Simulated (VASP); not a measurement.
Crystal: Se.

```
CELL_PARAMETERS angstrom
4.36620 0.00000 0.00000
-2.18310 3.78124 0.00000
0.00000 0.00000 4.95360
ATOMIC_POSITIONS crystal
Se 0.22540 0.00000 0.33333
Se 0.00000 0.22540 0.66667
Se 0.77460 0.77460 0.00000
```

* Program: VASP 6.6.1
* Task: relaxation of cell and atoms
* Functional: LDA
* Potentials or basis: VASP PAW LDA potentials, release 64 (Se)
* Cutoff: 600 eV
* k mesh: 6 × 6 × 4
* Occupations: fermi-dirac, width 0.02 eV
* Spin: no spin polarisation

At the start: pressure -1.1 GPa; volume 27.26 Å³/atom.

Q: Where does the relaxation end?

A: Over 16 steps the energy falls by 50.5 meV/atom and the volume is 23.10 Å³/atom (-15.3 %); space group P3_121 (No. 152, to 0.05 Å).

The path:
| step | energy change (eV) | largest force (eV/Å) | pressure (GPa) | volume (Å³) |
| --- | --- | --- | --- | --- |
| 1 | 0.0000 | 0.2632 | -1.06 | 81.78 |
| 2 | -0.0284 | 0.3200 | -0.57 | 79.66 |
| 3 | -0.0843 | 0.5068 | 1.62 | 73.46 |
| 4 | 0.0849 | 0.8553 | 11.13 | 61.84 |
| 5 | -0.0785 | 0.6391 | 2.76 | 71.89 |
| 6 | -0.0876 | 0.5889 | 2.62 | 71.60 |
| 7 | -0.1105 | 0.4519 | 2.25 | 70.73 |
| 8 | -0.1379 | 0.2276 | 1.79 | 68.99 |
| 9 | -0.1247 | 0.0720 | 2.01 | 65.47 |
| 10 | -0.1430 | 0.1056 | 1.74 | 67.64 |
| 11 | -0.1480 | 0.0657 | 1.07 | 68.36 |
| 12 | -0.1510 | 0.0052 | -0.04 | 69.62 |
| 13 | -0.1510 | 0.0008 | 0.05 | 69.51 |
| 14 | -0.1511 | 0.0005 | 0.05 | 69.49 |
| 15 | -0.1513 | 0.0002 | 0.03 | 69.42 |
| 16 | -0.1516 | 0.0015 | -0.01 | 69.30 |

Final structure:
```
CELL_PARAMETERS angstrom
3.95374 0.00000 0.00000
-1.97687 3.42404 0.00000
0.00000 0.00000 5.11885
ATOMIC_POSITIONS crystal
Se 0.25566 0.00000 0.33333
Se 0.00000 0.25566 0.66667
Se 0.74434 0.74434 0.00000
```

Caveat: the volume moved by over 15 % at a fixed basis, so the end points are rough; the volume moved by -15 % from the deposited cell, more than functionals usually miss.
